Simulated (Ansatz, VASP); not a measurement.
## Be7S: VASP beside Ansatz

```xyz
8
Lattice="3.5484 0.0000 0.0000 -1.7742 3.0730 0.0000 0.0000 0.0000 8.1503" Properties=species:S:1:pos:R:3 pbc="T T T"
Be    0.0000    2.0487    7.0121
Be    1.7742    1.0243    7.0121
Be    1.7742    1.0243    1.1382
Be    0.0000    2.0487    1.1382
Be    0.0000    0.0000    0.0000
Be    0.0000    0.0000    2.1533
Be    0.0000    0.0000    5.9970
S     0.0000    0.0000    4.0752
```

Alike in both runs: task relaxation of cell and atoms; functional PBE; k mesh 12 × 12 × 4; occupations gaussian, width 0.1 eV; no spin polarisation.

|  | VASP | Ansatz |
| --- | --- | --- |
| version | VASP 6.6.1 | Ansatz 0.2.0 |
| potentials or method | VASP PAW PBE potentials, release 64 (Be, S), cutoff 600 eV | scalar-relativistic, plane waves, PAW |
| valence electrons in the cell | 20 | 20 |

VASP gave:

```
gap on the k mesh at the Fermi level, each at its own relaxed structure (eV) : none
relaxed volume (Å³/atom)                                                     : 11.12
relaxed cell length with the largest relative difference (Å)                 : 8.206
```

Problem. What did Ansatz give for the same quantities?

Solution. gap on the k mesh at the Fermi level, each at its own relaxed structure (eV): none; relaxed volume (Å³/atom): 11.10; relaxed cell length with the largest relative difference (Å): 8.202.

A gap of «none» marks a metal or a gap that the smearing closes.
